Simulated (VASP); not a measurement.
The system is BP.

```
B P
1.0
     0.00000    2.26832    2.26832
     2.26832    0.00000    2.26832
     2.26832    2.26832    0.00000
B P
1 1
Direct
  0.00000 0.00000 0.00000
  0.25000 0.25000 0.25000
```

Base run:

- Program: VASP 6.6.1
- Functional: PBE
- Potentials or basis: VASP PAW PBE potentials, release 64 (B, P)
- Cutoff: 520 eV
- k mesh: 8 × 8 × 8
- Occupations: gaussian, width 0.01 eV
- Spin: no spin polarisation

Its results: band gap on the k mesh 1.27 eV, indirect (least direct gap 3.40 eV); pressure 1.1 GPa.

Task: The run is repeated on the same cell with these changes: k mesh from 8 × 8 × 8 to 6 × 6 × 6. What comes out?

Result: Band gap on the k mesh 1.33 eV, indirect (least direct gap 3.40 eV); pressure 1.2 GPa.

A k mesh can miss the band edges.
